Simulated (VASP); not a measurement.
# AlCo (Pm-3m) in VASP: further runs

AlCo is run at these levels: PBE; tasks: single point.

Everything below comes from runs of VASP 6.6.1. Logs are shortened: lines on timing, memory, paths and dates and some standing lists are left out, and cuts for length are marked.

## (1) The cell of the first run

It takes space group Pm-3m (No. 221, cubic). The conventional cell has a = 2.819 Å, b = 2.819 Å, c = 2.819 Å, α = 90.00°, β = 90.00°, γ = 90.00°. Within 3.2 Å of Al (site symmetry m-3m) lie 8 Co at 2.44 Å and 6 Al at 2.82 Å. Within 3.2 Å of Co (site symmetry m-3m) lie 8 Al at 2.44 Å and 6 Co at 2.82 Å.

## (2) Single point, PBE

INCAR

```
SYSTEM = AlCo
  PREC = Accurate
  ENCUT = 520
  EDIFF = 1E-7
  ISMEAR = 0
  SIGMA = 0.1
  LREAL = .False.
  LASPH = .True.
  NELM = 80
  ALGO = Normal
  ISIF = 2
  LWAVE = .False.
  LCHARG = .True.
  GGA = PE
  LELF = .True.
  LVHAR = .True.
  NBANDS = 13
```

KPOINTS

```
regular mesh
0
Gamma
  14 14 14
  0 0 0
```

POSCAR

```
AlCo
1.0
    2.8194032100      0.0000000000      0.0000000000
    0.0000000000      2.8194032100      0.0000000000
    0.0000000000      0.0000000000      2.8194032100
Al Co
1 1
Direct
    0.0000000000      0.0000000000      0.0000000000
    0.5000000000      0.5000000000      0.5000000000
```

Potentials or basis: VASP PAW PBE potentials, release 64 (Al, Co).

Run with:

```
cat potpaw_PBE.64/Al/POTCAR potpaw_PBE.64/Co/POTCAR > POTCAR
mpirun -np 1 vasp_std > vasp.out
```

OUTCAR:

```text
SYSTEM = AlCo
   PREC = Accurate
   ENCUT = 520
   EDIFF = 1E-7
   ISMEAR = 0
   LREAL = .False.
   LASPH = .True.
   NELM = 80
   ISIF = 2
   GGA = PE

 ion  position               nearest neighbor table
   1  0.000  0.000  0.000-   2 2.44   2 2.44   2 2.44   2 2.44   2 2.44   2 2.44   2 2.44   2 2.44

   2  0.500  0.500  0.500-   1 2.44   1 2.44   1 2.44   1 2.44   1 2.44   1 2.44   1 2.44   1 2.44

  LATTYP: Found a simple cubic cell.
 ALAT       =     2.8194032100

  Lattice vectors:

 A1 = (   2.8194032100,   0.0000000000,   0.0000000000)
 A2 = (   0.0000000000,   2.8194032100,   0.0000000000)
 A3 = (   0.0000000000,   0.0000000000,   2.8194032100)

Analysis of symmetry for initial positions (statically):
=====================================================================
 Subroutine PRICEL returns:
 Original cell was already a primitive cell.

 Routine SETGRP: Setting up the symmetry group for a
 simple cubic supercell.

 Subroutine GETGRP returns: Found 48 space group operations
 (whereof 48 operations were pure point group operations)
 out of a pool of 48 trial point group operations.

The static configuration has the point symmetry O_h .

Analysis of symmetry for dynamics (positions and initial velocities):
=====================================================================
 Subroutine PRICEL returns:
 Original cell was already a primitive cell.

 Routine SETGRP: Setting up the symmetry group for a
 simple cubic supercell.

 Subroutine GETGRP returns: Found 48 space group operations
 (whereof 48 operations were pure point group operations)
 out of a pool of 48 trial point group operations.

The dynamic configuration has the point symmetry O_h .

 Subroutine INISYM returns: Found 48 space group operations
 (whereof 48 operations are pure point group operations),
 and found     1 'primitive' translations

----------------------------------------------------------------------------------------

                                     Primitive cell

  volume of cell :      22.4115

  direct lattice vectors                    reciprocal lattice vectors
     2.819403210  0.000000000  0.000000000     0.354684990  0.000000000  0.000000000
     0.000000000  2.819403210  0.000000000     0.000000000  0.354684990  0.000000000
     0.000000000  0.000000000  2.819403210     0.000000000  0.000000000  0.354684990

  length of vectors
     2.819403210  2.819403210  2.819403210     0.354684990  0.354684990  0.354684990

  position of ions in fractional coordinates (direct lattice)
     0.000000000  0.000000000  0.000000000
     0.500000000  0.500000000  0.500000000

  ion indices of the primitive-cell ions
   primitive index   ion index
                 1           1
                 2           2

----------------------------------------------------------------------------------------

 KPOINTS: regular mesh

Automatic generation of k-mesh.
 Grid dimensions read from file:
 generate k-points for:   14   14   14

 Generating k-lattice:

  Cartesian coordinates                     Fractional coordinates (reciprocal lattice)
     0.025334642  0.000000000  0.000000000     0.071428571  0.000000000  0.000000000
     0.000000000  0.025334642  0.000000000     0.000000000  0.071428571  0.000000000
     0.000000000  0.000000000  0.025334642     0.000000000  0.000000000  0.071428571

  Length of vectors
     0.025334642  0.025334642  0.025334642

  Shift w.r.t. Gamma in fractional coordinates (k-lattice)
     0.000000000  0.000000000  0.000000000

 Subroutine IBZKPT returns following result:
 ===========================================

 Found    120 irreducible k-points:

 Following reciprocal coordinates:
            Coordinates               Weight
  0.000000  0.000000  0.000000      1.000000
  0.071429  0.000000  0.000000      6.000000
  0.142857  0.000000  0.000000      6.000000
  0.214286  0.000000  0.000000      6.000000
  0.285714  0.000000  0.000000      6.000000
  0.357143  0.000000  0.000000      6.000000
[... 16 lines left out ...]
  0.285714  0.214286  0.000000     24.000000
  0.357143  0.214286  0.000000     24.000000
 [... further k-points ...]
   k-points           NKPTS =    120   k-points in BZ     NKDIM =    120   number of bands    NBANDS=     13
   number of dos      NEDOS =    301   number of ions     NIONS =      2
   total plane-waves  NPLWV =  13824
   dimension x,y,z NGX =    24 NGY =   24 NGZ =   24
   dimension x,y,z NGXF=    48 NGYF=   48 NGZF=   48
   ions per type =               1   1
   NGX,Y,Z   is equivalent  to a cutoff of  14.15, 14.15, 14.15 a.u.
   NGXF,Y,Z  is equivalent  to a cutoff of  28.30, 28.30, 28.30 a.u.
 SYSTEM =  AlCo
   PREC   = accura    normal or accurate (medium, high low for compatibility)
   ISTART =      0    job   : 0-new  1-cont  2-samecut
   ICHARG =      2    charge: 1-file 2-atom 10-const
   ISPIN  =      1    spin polarized calculation?
   LNONCOLLINEAR =      F non collinear calculations
   LSORBIT =      F    spin-orbit coupling
   LASPH  =      T    aspherical Exc in radial PAW
   ENCUT  =  520.0 eV  38.22 Ry    6.18 a.u.   5.24  5.24  5.24*2*pi/ulx,y,z
   NELM   =     80;   NELMIN=  2; NELMDL= -5     # of ELM steps
   EDIFF  = 0.1E-06   stopping-criterion for ELM
   LREAL  =      F    real-space projection
   EDIFFG = 0.1E-05   stopping-criterion for IOM
   NSW    =      0    number of steps for IOM
   IBRION =     -1    ionic relax: 0-MD 1-quasi-New 2-CG
   NFREE  =      0    steps in history (QN), initial steepest desc. (CG)
   ISIF   =      2    stress and relaxation
   ISYM   =      2    0-nonsym 1-usesym 2-fastsym
   POTIM  = 0.5000    time-step for ionic-motion
   TEBEG  =    0.0;   TEEND  =   0.0 temperature during run
   PSTRESS=    0.0 pullay stress
   NELECT =      12.0000    total number of electrons
   NUPDOWN=      -1.0000    fix difference up-down
   EMIN   =  10.00;   EMAX   =-10.00  energy-range for DOS
   EFERMI =   0.00;   METHOD = LEGACY
   ISMEAR =     0;   SIGMA  =   0.10  broadening in eV -4-tet -1-fermi 0-gaus
   EFERMI_NEDOS =   21; number of points for ismear=-14 and -15
   IALGO  =     38    algorithm
   IMIX   =      4    mixing-type and parameters
     AMIX     =   0.40;   BMIX     =  1.00
     AMIX_MAG =   1.60;   BMIX_MAG =  1.00
  volume/ion in A,a.u.               =      11.21        75.62
  Fermi-wavevector in a.u.,A,eV,Ry     =   1.329366  2.512138 24.044423  1.767215
  Thomas-Fermi vector in A             =   2.458534
   LORBIT       =      0    0 simple, 1 ext, 2 COOP (PROOUT), +10 PAW based schemes
   GGA     = PE    functional components
   LHFCALC =     F    Hartree Fock is set to
   AEXX    =    0.0000 exact exchange contribution
   IVDW    =     0    specifies the selected vdW correction
   LEPSILON=     F    determine dielectric tensor
   LRPA    =     F    only Hartree local field effects (RPA)
 non-spin polarized calculation
 Gauss-broadening in eV      SIGMA  =   0.10
  energy-cutoff  :      520.00
  volume of cell :       22.41
 maximum number of plane-waves:       624
 NGX is ok and might be reduce to    24
   NGX = 11   NGY = 11   NGZ = 11

 number of electron      11.9999996 magnetization

 Free energy of the ion-electron system (eV)
  ---------------------------------------------------
  ext. energy  EPLUGINS =         0.00000000
  ---------------------------------------------------
  free energy    TOTEN  =       -11.97577297 eV

  energy without entropy =      -11.97242506  energy(sigma->0) =      -11.97409901

 E-fermi :  11.0335     XC(G=0): -12.4235

 val. band max:       11.0288620684   @ k =   0.5000   0.3571   0.0714
 cond. band min:      11.0897577764   @ k =   0.5000   0.3571   0.2857
 fundamental gap:      0.0608957080
 Fermi energy:        11.0334507892

 k-point     1 :       0.0000    0.0000    0.0000
  band No.  band energies     occupation
      1      -0.2806      2.00000
      2       7.9081      2.00000
      3       7.9081      2.00000
      4      10.1343      2.00000
      5      10.1343      2.00000
      6      10.1343      2.00000
      7      17.1468      0.00000
      8      17.1468      0.00000
      9      17.1468      0.00000
     10      19.8840      0.00000
     11      19.8840      0.00000
     12      26.8091      0.00000
     13      33.0387      0.00000

 k-point     2 :       0.0714    0.0000    0.0000
  band No.  band energies     occupation
      1      -0.1815      2.00000
      2       7.8995      2.00000
      3       7.9363      2.00000
      4      10.0798      2.00000
      5      10.0798      2.00000
      6      10.1400      2.00000
      7      16.2002      0.00000
      8      17.2852      0.00000
      9      17.2852      0.00000
     10      19.8679      0.00000
     11      20.7646      0.00000
     12      27.1213      0.00000
     13      31.9282      0.00000

 k-point     3 :       0.1429    0.0000    0.0000
  band No.  band energies     occupation
      1       0.1138      2.00000
      2       7.8455      2.00000
      3       8.0165      2.00000
      4       9.9342      2.00000
      5       9.9342      2.00000
      6      10.1561      2.00000
      7      14.6372      0.00000
      8      17.6836      0.00000
      9      17.6837      0.00000
     10      19.8205      0.00000
     11      22.1069      0.00000
     12      28.0973      0.00000
     13      30.1839      0.00000
[... 305 lines left out ...]
 k-point    23 :       0.2857    0.2143    0.0000
  band No.  band energies     occupation
      1       2.0894      2.00000
      2       7.5537      2.00000
      3       8.1714      2.00000
      4       9.1620      2.00000
      5       9.6002      2.00000
      6       9.8555      2.00000
      7      12.4709      0.00000
      8      15.0083      0.00000
      9      20.1704      0.00000
     10      20.5367      0.00000
     11      23.6241      0.00000
     12      27.3457      0.00000
     13      27.7117      0.00000

 k-point    24 :       0.3571    0.2143    0.0000
  band No.  band energies     occupation
      1       2.8822      2.00000
      2       6.8339      2.00000
      3       8.3860      2.00000
      4       9.0906      2.00000
      5       9.4456      2.00000
      6       9.8813      2.00000
      7      11.7142      0.00000
      8      15.6262      0.00000
      9      19.5670      0.00000
     10      21.0777      0.00000
     11      23.4416      0.00000
     12      25.8692      0.00000
     13      28.1580      0.00000

 [... further k-points ...]

------------------------ aborting loop because EDIFF is reached ----------------------------------------

  FORCE on cell =-STRESS in cart. coord.  units (eV):
  Direction    XX          YY          ZZ          XY          YZ          ZX
  --------------------------------------------------------------------------------------
  -------------------------------------------------------------------------------------
  Total        0.9161665      0.9161665      0.9161665     -0.0000000     -0.0000000      0.0000000
  in kB       65.4957980     65.4957980     65.4957980     -0.0000000     -0.0000000      0.0000000
  external PRESSURE =      65.4957980 kB  Pullay stress =       0.0000000 kB

 VOLUME and BASIS-vectors are now :
 -----------------------------------------------------------------------------
  energy-cutoff  :      520.00
  volume of cell :       22.41
      direct lattice vectors                 reciprocal lattice vectors
     2.819403210  0.000000000  0.000000000     0.354684990  0.000000000  0.000000000
     0.000000000  2.819403210  0.000000000     0.000000000  0.354684990  0.000000000
     0.000000000  0.000000000  2.819403210     0.000000000  0.000000000  0.354684990

 POSITION                                       TOTAL-FORCE (eV/Angst)
 -----------------------------------------------------------------------------------
      0.00000      0.00000      0.00000         0.000000      0.000000      0.000000
      1.40970      1.40970      1.40970         0.000000      0.000000      0.000000
 -----------------------------------------------------------------------------------
    total drift:                                0.000000     -0.000000     -0.000000

  FREE ENERGIE OF THE ION-ELECTRON SYSTEM (eV)
  ---------------------------------------------------
  free  energy   TOTEN  =       -11.9757729652 eV

  energy  without entropy=      -11.9724250623  energy(sigma->0) =      -11.97409901
```

It took 67 s on 1 thread of Intel Xeon 8259CL, shared host; peak memory 0.16 GiB.

What came out:

| Item | Value |
| --- | --- |
| Free energy | -11.9758 eV |
| Pressure | 6.5 GPa |
| Band gap on the k mesh | zero (bands 6 and 7 overlap by 2.64 eV) |

Caveat: the cell stands under pressure; the run has no spin polarisation, though such a crystal can be magnetic.

## (3) Single point, PBE (11.25 Å³/atom)

This run uses another cell than the first one, of 11.25 Å³/atom.

INCAR

```
SYSTEM = AlCo
ALGO = Fast ; EDIFF = 1E-6
ENCUT = 520 ; GGA = PE
ISIF = 2 ; ISMEAR = 0
LASPH = .True. ; LCHARG = .False.
LREAL = .False. ; LWAVE = .False.
NBANDS = 13 ; NELM = 60
PREC = Accurate ; SIGMA = 0.1
```

KPOINTS

```
k-points
0
Gamma
  14 14 14
  0 0 0
```

POSCAR

```
AlCo
1.0
    2.8230933387      0.0000000000      0.0000000000
    0.0000000000      2.8230933387      0.0000000000
    0.0000000000      0.0000000000      2.8230933387
Al Co
1 1
Direct
    0.0000000000      0.0000000000      0.0000000000
    0.5000000000      0.5000000000      0.5000000000
```

Potentials or basis: VASP PAW PBE potentials, release 64 (Al, Co).

Run with:

```
cat potpaw_PBE.64/Al/POTCAR potpaw_PBE.64/Co/POTCAR > POTCAR
mpirun -np 1 vasp_std > vasp.out
```

OUTCAR:

```text
SYSTEM = AlCo
   EDIFF = 1E-6
   ENCUT = 520
   GGA = PE
   ISIF = 2
   ISMEAR = 0
   LASPH = .True.
   LREAL = .False.
   NELM = 60
   PREC = Accurate

 ion  position               nearest neighbor table
   1  0.000  0.000  0.000-   2 2.44   2 2.44   2 2.44   2 2.44   2 2.44   2 2.44   2 2.44   2 2.44

   2  0.500  0.500  0.500-   1 2.44   1 2.44   1 2.44   1 2.44   1 2.44   1 2.44   1 2.44   1 2.44

  LATTYP: Found a simple cubic cell.
 ALAT       =     2.8230933387

  Lattice vectors:

[... 573 lines left out ...]
------------------------ aborting loop because EDIFF is reached ----------------------------------------

  FORCE on cell =-STRESS in cart. coord.  units (eV):
  Direction    XX          YY          ZZ          XY          YZ          ZX
  --------------------------------------------------------------------------------------
  -------------------------------------------------------------------------------------
  Total        0.7692404      0.7692404      0.7692404      0.0000000     -0.0000000      0.0000000
  in kB       54.7768411     54.7768411     54.7768411      0.0000000     -0.0000000      0.0000000
  external PRESSURE =      54.7768411 kB  Pullay stress =       0.0000000 kB

 VOLUME and BASIS-vectors are now :
 -----------------------------------------------------------------------------
  energy-cutoff  :      520.00
  volume of cell :       22.50
      direct lattice vectors                 reciprocal lattice vectors
     2.823093339  0.000000000  0.000000000     0.354221374  0.000000000  0.000000000
     0.000000000  2.823093339  0.000000000     0.000000000  0.354221374  0.000000000
     0.000000000  0.000000000  2.823093339     0.000000000  0.000000000  0.354221374

 POSITION                                       TOTAL-FORCE (eV/Angst)
 -----------------------------------------------------------------------------------
      0.00000      0.00000      0.00000         0.000000      0.000000      0.000000
      1.41155      1.41155      1.41155         0.000000      0.000000      0.000000
 -----------------------------------------------------------------------------------
    total drift:                                0.000000     -0.000000     -0.000000

  FREE ENERGIE OF THE ION-ELECTRON SYSTEM (eV)
  ---------------------------------------------------
  free  energy   TOTEN  =       -11.9791515352 eV

  energy  without entropy=      -11.9757800716  energy(sigma->0) =      -11.97746580
```

stdout:

```text
POSCAR found type information on POSCAR AlCo
 POSCAR found :  2 types and       2 ions
 scaLAPACK will be used
 LDA part: xc-table for (Slater+PW92), standard interpolation
 POSCAR, INCAR and KPOINTS ok, starting setup
 FFT: planning ... GRIDC
 FFT: planning ... GRID_SOFT
 FFT: planning ... GRID
 WAVECAR not read
 entering main loop
```

Run time: 78 s. Hardware: 1 thread of Intel Xeon 8259CL, shared host; peak memory 0.16 GiB.

What came out:

* Free energy: -11.9792 eV
* Pressure: 5.5 GPa
* Band gap on the k mesh: zero (bands 6 and 7 overlap by 2.63 eV)

Levels at points of the mesh, in eV from the Fermi level:
| k point | band 2 | band 3 | band 4 | band 5 | band 6 | band 7 | band 8 | band 9 | band 10 | band 11 |
| --- | --- | --- | --- | --- | --- | --- | --- | --- | --- | --- |
| (0.00, 0.00, 0.00) | -3.11 | -3.11 | -0.89 | -0.89 | -0.89 | 6.09 | 6.09 | 6.09 | 8.83 | 8.83 |
| (0.50, 0.00, 0.00) | -6.79 | -2.49 | -1.80 | -1.80 | -0.78 | 0.18 | 8.42 | 10.75 | 10.75 | 11.93 |
| (0.50, 0.50, 0.00) | -3.19 | -2.76 | -2.76 | -1.59 | -1.59 | -0.26 | 2.49 | 3.60 | 13.06 | 16.07 |
| (0.50, 0.50, 0.50) | -4.09 | -4.09 | -0.23 | -0.23 | 2.37 | 2.37 | 2.37 | 4.36 | 5.46 | 5.46 |

Caveat: the cell stands under pressure; the run has no spin polarisation, though such a crystal can be magnetic. Spin polarisation is off, so any magnetic state and its effect on volume and gap are missing.
